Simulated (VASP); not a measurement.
# FeS2 (Pnnm) in VASP: notebook

The runs below take FeS2 through single point, with PBE, PBEsol+D3(BJ), PBE+D4, BLYP, BLYP+D3(BJ).

Everything below comes from runs of VASP 6.6.1. Logs are shortened: lines on timing, memory, paths and dates and some standing lists are left out, and cuts for length are marked.

## (1) The cell of the first run

The structure is orthorhombic, space group Pnnm (No. 58). The conventional cell has a = 4.440 Å, b = 5.390 Å, c = 3.370 Å, α = 90.00°, β = 90.00°, γ = 90.00°. Within 2.9 Å of Fe (site symmetry 2/m) lie 6 S at 2.21 to 2.24 Å. Within 3.7 Å of S (site symmetry m) lie 6 Fe at 2.21 to 3.61 Å and 12 S at 2.25 to 3.37 Å.

## (2) Single point, PBE, collinear spin, ferromagnetic start

Contents of INCAR:

```
SYSTEM = FeS2
  PREC = Accurate
  ENCUT = 600
  EDIFF = 1E-6
  ISMEAR = 0
  SIGMA = 0.012
  LREAL = .False.
  LASPH = .True.
  NELM = 200
  ALGO = Normal
  ISIF = 2
  LWAVE = .False.
  LCHARG = .False.
  ISPIN = 2
  MAGMOM = 3 3 0 0 0 0
  LORBIT = 11
  LMAXMIX = 4
  GGA = PE
  NBANDS = 33
  GGA_COMPAT = .False.
```

Contents of KPOINTS:

```
regular mesh
0
Gamma
  6 5 8
  0 0 0
```

Contents of POSCAR:

```
FeS2
1.0
    4.4400000000      0.0000000000      0.0000000000
    0.0000000000      5.3900000000      0.0000000000
    0.0000000000      0.0000000000      3.3700000000
Fe S
2 4
Direct
    0.5000000000      0.5000000000      0.5000000000
    0.0000000000      0.0000000000      0.0000000000
    0.7030000000      0.1250000000      0.5000000000
    0.7970000000      0.6250000000      0.0000000000
    0.2970000000      0.8750000000      0.5000000000
    0.2030000000      0.3750000000      0.0000000000
```

Potentials or basis: VASP PAW PBE potentials, release 64 (Fe, S).

On the command line:

```console
cat potpaw_PBE.64/Fe/POTCAR potpaw_PBE.64/S/POTCAR > POTCAR
mpirun -np 1 vasp_std > vasp.out
```

OUTCAR:

```text
SYSTEM = FeS2
   PREC = Accurate
   ENCUT = 600
   EDIFF = 1E-6
   ISMEAR = 0
   LREAL = .False.
   LASPH = .True.
   NELM = 200
   ISIF = 2
   ISPIN = 2
   LORBIT = 11
   GGA = PE

 ion  position               nearest neighbor table
   1  0.500  0.500  0.500-   3 2.21   5 2.21   4 2.24   6 2.24   4 2.24   6 2.24
   2  0.000  0.000  0.000-   4 2.21   6 2.21   5 2.24   3 2.24   3 2.24   5 2.24
   3  0.703  0.125  0.500-   1 2.21   2 2.24   2 2.24   5 2.25
   4  0.797  0.625  0.000-   2 2.21   1 2.24   1 2.24   6 2.25
   5  0.297  0.875  0.500-   1 2.21   2 2.24   2 2.24   3 2.25
   6  0.203  0.375  0.000-   2 2.21   1 2.24   1 2.24   4 2.25

  LATTYP: Found a simple orthorhombic cell.
 ALAT       =     3.3700000000
 B/A-ratio  =     1.3175074184
 C/A-ratio  =     1.5994065282

  Lattice vectors:

 A1 = (   0.0000000000,   0.0000000000,   3.3700000000)
 A2 = (   4.4400000000,   0.0000000000,   0.0000000000)
 A3 = (   0.0000000000,   5.3900000000,   0.0000000000)

Analysis of symmetry for initial positions (statically):
=====================================================================
 Subroutine PRICEL returns:
 Original cell was already a primitive cell.

 Routine SETGRP: Setting up the symmetry group for a
 simple orthorhombic supercell.

 Subroutine GETGRP returns: Found  8 space group operations
 (whereof  4 operations were pure point group operations)
 out of a pool of  8 trial point group operations.

The static configuration has the point symmetry C_2h.
 The point group associated with its full space group is D_2h.

Analysis of symmetry for dynamics (positions and initial velocities):
=====================================================================
 Subroutine PRICEL returns:
 Original cell was already a primitive cell.

 Routine SETGRP: Setting up the symmetry group for a
 simple orthorhombic supercell.

 Subroutine GETGRP returns: Found  8 space group operations
 (whereof  4 operations were pure point group operations)
 out of a pool of  8 trial point group operations.

The dynamic configuration has the point symmetry C_2h.
 The point group associated with its full space group is D_2h.

Analysis of structural, dynamic, and magnetic symmetry:
=====================================================================
 Subroutine PRICEL returns:
 Original cell was already a primitive cell.

 Routine SETGRP: Setting up the symmetry group for a
 simple orthorhombic supercell.

 Subroutine GETGRP returns: Found  8 space group operations
 (whereof  4 operations were pure point group operations)
 out of a pool of  8 trial point group operations.

The overall configuration has the point symmetry C_2h.
 The point group associated with its full space group is D_2h.

 Subroutine INISYM returns: Found  8 space group operations
 (whereof  4 operations are pure point group operations),
 and found     1 'primitive' translations

----------------------------------------------------------------------------------------

                                     Primitive cell

  volume of cell :      80.6495

  direct lattice vectors                    reciprocal lattice vectors
     4.440000000  0.000000000  0.000000000     0.225225225  0.000000000  0.000000000
     0.000000000  5.390000000  0.000000000     0.000000000  0.185528757  0.000000000
     0.000000000  0.000000000  3.370000000     0.000000000  0.000000000  0.296735905

  length of vectors
     4.440000000  5.390000000  3.370000000     0.225225225  0.185528757  0.296735905

  position of ions in fractional coordinates (direct lattice)
     0.500000000  0.500000000  0.500000000
     0.000000000  0.000000000  0.000000000
     0.703000000  0.125000000  0.500000000
     0.797000000  0.625000000  0.000000000
     0.297000000  0.875000000  0.500000000
     0.203000000  0.375000000  0.000000000

  ion indices of the primitive-cell ions
   primitive index   ion index
                 1           1
                 2           2
                 3           3
                 4           4
                 5           5
                 6           6

----------------------------------------------------------------------------------------

 KPOINTS: regular mesh

Automatic generation of k-mesh.
 Grid dimensions read from file:
 generate k-points for:    6    5    8

 Generating k-lattice:

  Cartesian coordinates                     Fractional coordinates (reciprocal lattice)
     0.037537538  0.000000000  0.000000000     0.166666667  0.000000000  0.000000000
     0.000000000  0.037105751  0.000000000     0.000000000  0.200000000  0.000000000
     0.000000000  0.000000000  0.037091988     0.000000000  0.000000000  0.125000000

  Length of vectors
     0.037537538  0.037105751  0.037091988

  Shift w.r.t. Gamma in fractional coordinates (k-lattice)
     0.000000000  0.000000000  0.000000000

 Subroutine IBZKPT returns following result:
 ===========================================

 Found     60 irreducible k-points:

 Following reciprocal coordinates:
            Coordinates               Weight
  0.000000  0.000000  0.000000      1.000000
  0.166667  0.000000  0.000000      2.000000
  0.333333  0.000000  0.000000      2.000000
  0.500000  0.000000  0.000000      1.000000
  0.000000  0.200000  0.000000      2.000000
  0.166667  0.200000  0.000000      4.000000
[... 16 lines left out ...]
  0.333333  0.400000  0.125000      8.000000
  0.500000  0.400000  0.125000      4.000000
 [... further k-points ...]
   k-points           NKPTS =     60   k-points in BZ     NKDIM =     60   number of bands    NBANDS=     33
   number of dos      NEDOS =    301   number of ions     NIONS =      6
   total plane-waves  NPLWV =  48384
   dimension x,y,z NGX =    36 NGY =   48 NGZ =   28
   dimension x,y,z NGXF=    72 NGYF=   96 NGZF=   56
   ions per type =               2   4
   NGX,Y,Z   is equivalent  to a cutoff of  13.48, 14.80, 13.81 a.u.
   NGXF,Y,Z  is equivalent  to a cutoff of  26.96, 29.61, 27.63 a.u.
 SYSTEM =  FeS2
   PREC   = accura    normal or accurate (medium, high low for compatibility)
   ISTART =      0    job   : 0-new  1-cont  2-samecut
   ICHARG =      2    charge: 1-file 2-atom 10-const
   ISPIN  =      2    spin polarized calculation?
   LNONCOLLINEAR =      F non collinear calculations
   LSORBIT =      F    spin-orbit coupling
   LASPH  =      T    aspherical Exc in radial PAW
   ENCUT  =  600.0 eV  44.10 Ry    6.64 a.u.   8.87 10.77  6.73*2*pi/ulx,y,z
   NELM   =    200;   NELMIN=  2; NELMDL= -5     # of ELM steps
   EDIFF  = 0.1E-05   stopping-criterion for ELM
   LREAL  =      F    real-space projection
   EDIFFG = 0.1E-04   stopping-criterion for IOM
   NSW    =      0    number of steps for IOM
   IBRION =     -1    ionic relax: 0-MD 1-quasi-New 2-CG
   NFREE  =      0    steps in history (QN), initial steepest desc. (CG)
   ISIF   =      2    stress and relaxation
   ISYM   =      2    0-nonsym 1-usesym 2-fastsym
   POTIM  = 0.5000    time-step for ionic-motion
   TEBEG  =    0.0;   TEEND  =   0.0 temperature during run
   PSTRESS=    0.0 pullay stress
   NELECT =      40.0000    total number of electrons
   NUPDOWN=      -1.0000    fix difference up-down
   EMIN   =  10.00;   EMAX   =-10.00  energy-range for DOS
   EFERMI =   0.00;   METHOD = LEGACY
   ISMEAR =     0;   SIGMA  =   0.01  broadening in eV -4-tet -1-fermi 0-gaus
   EFERMI_NEDOS =   21; number of points for ismear=-14 and -15
   IALGO  =     38    algorithm
   IMIX   =      4    mixing-type and parameters
     AMIX     =   0.40;   BMIX     =  1.00
     AMIX_MAG =   1.60;   BMIX_MAG =  1.00
  volume/ion in A,a.u.               =      13.44        90.71
  Fermi-wavevector in a.u.,A,eV,Ry     =   1.295869  2.448836 22.847927  1.679275
  Thomas-Fermi vector in A             =   2.427361
   LORBIT       =     11    0 simple, 1 ext, 2 COOP (PROOUT), +10 PAW based schemes
   GGA     = PE    functional components
   LHFCALC =     F    Hartree Fock is set to
   AEXX    =    0.0000 exact exchange contribution
   IVDW    =     0    specifies the selected vdW correction
   LEPSILON=     F    determine dielectric tensor
   LRPA    =     F    only Hartree local field effects (RPA)
 spin polarized calculation
 Gauss-broadening in eV      SIGMA  =   0.01
  energy-cutoff  :      600.00
  volume of cell :       80.65
 maximum number of plane-waves:      2717
 NGX is ok and might be reduce to    36
   NGX = 17   NGY = 21   NGZ = 13

 number of electron      39.9999994 magnetization      -0.0470626

 number of electron      39.9999994 magnetization       0.0003576

 Free energy of the ion-electron system (eV)
  ---------------------------------------------------
  ext. energy  EPLUGINS =         0.00000000
  ---------------------------------------------------
  free energy    TOTEN  =       -36.09852043 eV

  energy without entropy =      -36.09852043  energy(sigma->0) =      -36.09852043

 E-fermi :   7.9660     XC(G=0): -11.7643

 val. band max:        7.8668565153   @ k =   0.0000   0.4000   0.2500
 cond. band min:       8.7820281048   @ k =   0.0000   0.4000   0.5000
 fundamental gap:      0.9151715895
 Fermi energy:         7.9659712270

 spin component 1

 k-point     1 :       0.0000    0.0000    0.0000
  band No.  band energies     occupation
      1      -8.9298      1.00000
      2      -6.5210      1.00000
      3      -4.6946      1.00000
      4      -3.9593      1.00000
      5       0.2150      1.00000
      6       1.6945      1.00000
[... 24 lines left out ...]
     31      16.1140      0.00000
     32      17.0129      0.00000

 k-point     2 :       0.1667    0.0000    0.0000
  band No.  band energies     occupation
      1      -8.7610      1.00000
      2      -6.5167      1.00000
      3      -4.7157      1.00000
      4      -4.4821      1.00000
      5       0.9482      1.00000
      6       1.2078      1.00000
[... 24 lines left out ...]
     31      16.2906      0.00000
     32      16.9838      0.00000
[... 733 lines left out ...]
     31      16.4756      0.00000
     32      16.7099      0.00000

 k-point    24 :       0.5000    0.4000    0.1250
  band No.  band energies     occupation
      1      -7.1276      1.00000
      2      -7.1276      1.00000
      3      -5.5871      1.00000
      4      -5.5871      1.00000
      5       1.3021      1.00000
      6       1.3021      1.00000
[... 24 lines left out ...]
     31      16.5902      0.00000
     32      16.5902      0.00000

 [... further k-points ...]

 spin component 2

 k-point     1 :       0.0000    0.0000    0.0000
  band No.  band energies     occupation
      1      -8.9297      1.00000
      2      -6.5210      1.00000
      3      -4.6946      1.00000
      4      -3.9593      1.00000
      5       0.2150      1.00000
      6       1.6945      1.00000
[... 24 lines left out ...]
     31      16.1140      0.00000
     32      17.0129      0.00000

 k-point     2 :       0.1667    0.0000    0.0000
  band No.  band energies     occupation
      1      -8.7610      1.00000
      2      -6.5166      1.00000
      3      -4.7156      1.00000
      4      -4.4821      1.00000
      5       0.9482      1.00000
      6       1.2078      1.00000
[... 24 lines left out ...]
     31      16.2907      0.00000
     32      16.9837      0.00000
[... 733 lines left out ...]
     31      16.4757      0.00000
     32      16.7099      0.00000

 k-point    24 :       0.5000    0.4000    0.1250
  band No.  band energies     occupation
      1      -7.1276      1.00000
      2      -7.1276      1.00000
      3      -5.5871      1.00000
      4      -5.5871      1.00000
      5       1.3021      1.00000
      6       1.3021      1.00000
[... 24 lines left out ...]
     31      16.5902      0.00000
     32      16.5902      0.00000

 [... further k-points ...]

 [bands above 32 left out]

------------------------ aborting loop because EDIFF is reached ----------------------------------------

  FORCE on cell =-STRESS in cart. coord.  units (eV):
  Direction    XX          YY          ZZ          XY          YZ          ZX
  --------------------------------------------------------------------------------------
  -------------------------------------------------------------------------------------
  Total        0.2969025      1.0437632      0.7999065     -0.0000000      0.0000000      0.0000000
  in kB        5.8982455     20.7353296     15.8908876     -0.0000000      0.0000000      0.0000000
  external PRESSURE =      14.1748209 kB  Pullay stress =       0.0000000 kB

 VOLUME and BASIS-vectors are now :
 -----------------------------------------------------------------------------
  energy-cutoff  :      600.00
  volume of cell :       80.65
      direct lattice vectors                 reciprocal lattice vectors
     4.440000000  0.000000000  0.000000000     0.225225225  0.000000000  0.000000000
     0.000000000  5.390000000  0.000000000     0.000000000  0.185528757  0.000000000
     0.000000000  0.000000000  3.370000000     0.000000000  0.000000000  0.296735905

 POSITION                                       TOTAL-FORCE (eV/Angst)
 -----------------------------------------------------------------------------------
      2.22000      2.69500      1.68500         0.000000      0.000000      0.000000
      0.00000      0.00000      0.00000         0.000000      0.000000      0.000000
      3.12132      0.67375      1.68500         0.120456     -0.090242     -0.000000
      3.53868      3.36875      0.00000        -0.120456     -0.090242      0.000000
      1.31868      4.71625      1.68500        -0.120456      0.090242      0.000000
      0.90132      2.02125      0.00000         0.120456      0.090242     -0.000000
 -----------------------------------------------------------------------------------
    total drift:                               -0.000000      0.000000      0.000000

  FREE ENERGIE OF THE ION-ELECTRON SYSTEM (eV)
  ---------------------------------------------------
  free  energy   TOTEN  =       -36.0985204262 eV

  energy  without entropy=      -36.0985204262  energy(sigma->0) =      -36.09852043

 total charge

# of ion       s       p       d       tot
------------------------------------------
    1        0.443   0.667   6.519   7.629
    2        0.443   0.667   6.519   7.629
    3        1.346   2.300   0.000   3.647
    4        1.346   2.300   0.000   3.647
    5        1.346   2.300   0.000   3.647
    6        1.346   2.300   0.000   3.647
--------------------------------------------------
tot          6.272  10.534  13.039  29.845

 magnetization (x)

# of ion       s       p       d       tot
------------------------------------------
    1        0.000   0.000   0.000   0.000
    2        0.000   0.000   0.000   0.000
    3       -0.000  -0.000   0.000  -0.000
    4       -0.000  -0.000   0.000  -0.000
    5       -0.000  -0.000   0.000  -0.000
    6       -0.000  -0.000   0.000  -0.000
--------------------------------------------------
tot          0.000  -0.000   0.000   0.000
```

Wall time 2.7 min (1 thread of Intel Xeon 6975P-C (Granite Rapids), shared host); peak memory 0.43 GiB.

What came out:

```yaml
Free_energy: -36.0985 eV
Pressure: 1.4 GPa
Largest_force: 0.151 eV/Å
Band_gap_on_the_k_mesh: 0.92 eV (least direct gap 1.15 eV)
Net_moment: 0.00 μB per cell
Valence_electrons_inside_the_program's_atomic_spheres: Fe 7.63; S 3.65
```

Forces on the atoms (eV/Å):
```
Fe   0.000  0.000  0.000
Fe   0.000  0.000  0.000
S    0.120 -0.090  0.000
S   -0.120 -0.090  0.000
S   -0.120  0.090  0.000
S    0.120  0.090  0.000
```

Caveat: the moments typed at the start vanished in this run.

## (3) Single point, PBEsol+D3(BJ), collinear spin, ferromagnetic start

This run uses another cell than the first one, of 12.67 Å³/atom.

Contents of INCAR:

```
ALGO = Normal
EDIFF = 1E-6
ENCUT = 600
GGA = PS
GGA_COMPAT = False
ISIF = 2
ISMEAR = -1
ISPIN = 2
IVDW = 12
LASPH = True
LCHARG = True
LELF = True
LMAXMIX = 4
LORBIT = 11
LREAL = False
LVHAR = True
LWAVE = False
MAGMOM = 3 3 0 0 0 0
NBANDS = 33
NELM = 200
PREC = Accurate
SIGMA = 0.05
```

Contents of KPOINTS:

```
k-points
0
Gamma
  6 5 8
```

Contents of POSCAR:

```
FeS2
1.0
    4.3273452275      0.0000000000      0.0000000000
    0.0000000000      5.2926741679      0.0000000000
    0.0000000000      0.0000000000      3.3182630663
Fe S
2 4
Direct
    0.5000000000      0.5000000000      0.5000000000
    0.0000000000      0.0000000000      0.0000000000
    0.7064589089      0.1254897625      0.5000000000
    0.7935410911      0.6254897625      0.0000000000
    0.2935410911      0.8745102375      0.5000000000
    0.2064589089      0.3745102375      0.0000000000
```

Potentials or basis: VASP PAW PBE potentials, release 64 (Fe, S).

On the command line:

```console
cat potpaw_PBE.64/Fe/POTCAR potpaw_PBE.64/S/POTCAR > POTCAR
mpirun -np 1 vasp_std > vasp.out
```

It took 7.2 min on 1 thread of Oxide Virtual Turin-like, shared host; peak memory 0.37 GiB.

Results (log left out):

```
Free energy                                           : -41.6342 eV
Pressure                                              : 0.6 GPa
Largest force                                         : 0.057 eV/Å
Band gap on the k mesh                                : 1.06 eV (least direct gap 1.33 eV)
Net moment                                            : 0.00 μB per cell
Valence electrons inside the program's atomic spheres : Fe 7.86; S 3.64
Dispersion energy per atom                            : -0.350 eV
```

Forces on the atoms (eV/Å):
```
Fe   0.000  0.000  0.000
Fe   0.000  0.000  0.000
S   -0.050 -0.027  0.000
S    0.050 -0.027  0.000
S    0.050  0.027  0.000
S   -0.050  0.027  0.000
```

Stress tensor (GPa, compression positive):
```
0.48 0.00 0.00
0.00 0.63 0.00
0.00 0.00 0.66
```

Levels at points of the mesh, in eV from the valence-band top:
Spin up:
```tsv
k point	band 17	band 18	band 19	band 20	band 21	band 22	band 23	band 24
(0.00, 0.00, 0.00)	-1.08	-0.89	-0.88	-0.52	1.16	1.59	2.99	3.37
(0.50, 0.00, 0.00)	-0.76	-0.76	-0.12	-0.12	1.99	1.99	2.00	2.00
(0.00, 0.00, 0.50)	-1.03	-1.03	-0.50	-0.50	1.69	1.69	1.88	1.88
(0.50, 0.00, 0.50)	-0.87	-0.87	-0.41	-0.41	1.65	1.65	2.10	2.10
```
Spin down:
| k point | band 18 | band 19 | band 20 | band 21 | band 22 | band 23 |
| --- | --- | --- | --- | --- | --- | --- |
| (0.00, 0.00, 0.00) | -0.89 | -0.88 | -0.52 | 1.16 | 1.59 | 2.99 |
| (0.50, 0.00, 0.00) | -0.76 | -0.12 | -0.12 | 1.99 | 1.99 | 2.00 |
| (0.00, 0.00, 0.50) | -1.03 | -0.50 | -0.50 | 1.69 | 1.69 | 1.88 |
| (0.50, 0.00, 0.50) | -0.87 | -0.41 | -0.41 | 1.65 | 1.65 | 2.10 |

Caveat: the moments typed at the start vanished in this run; the PAW data sets were made with another functional, which shifts forces and pressure a little. A k mesh can miss the band edges.

[end of part 1 of 2]
